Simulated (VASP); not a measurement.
A run of VASP 6.6.1 is set up as follows.

The input INCAR:

```
SYSTEM = NaI
PREC = Accurate ; ENCUT = 520
EDIFF = 1E-6 ; ISMEAR = -1
SIGMA = 0.05 ; LREAL = .FALSE.
LASPH = .TRUE. ; NELM = 80
ALGO = Normal ; ISIF = 2
LWAVE = .FALSE. ; LCHARG = .FALSE.
GGA = PS ; IVDW = 12
NBANDS = 14
```

KPOINTS

```
Automatic mesh
0
G
  7 7 7
  0 0 0
```

POSCAR

```
NaI
1.0
    0.0000000000      3.1284622662      3.1284622662
    3.1284622662      0.0000000000      3.1284622662
    3.1284622662      3.1284622662      0.0000000000
I Na
1 1
Direct
    0.5000000000      0.5000000000      0.5000000000
    0.0000000000      0.0000000000      0.0000000000
```

Potentials or basis: VASP PAW PBE potentials, release 64 (I, Na_pv).

Run with:

```bash
$ cat potpaw_PBE.64/I/POTCAR potpaw_PBE.64/Na_pv/POTCAR > POTCAR
$ mpirun -np 1 vasp_std > vasp.out
```

Q: Predict the dispersion energy per atom.

A: -0.271 eV.

Q: Estimate the pressure.

A: 0.0 GPa.

Q: Predict the band gap on the k mesh.

A: 3.79 eV.

Caveat: the PAW data sets were made with another functional, which shifts forces and pressure a little; spin-orbit coupling is left out, which moves the levels of the heavy elements.
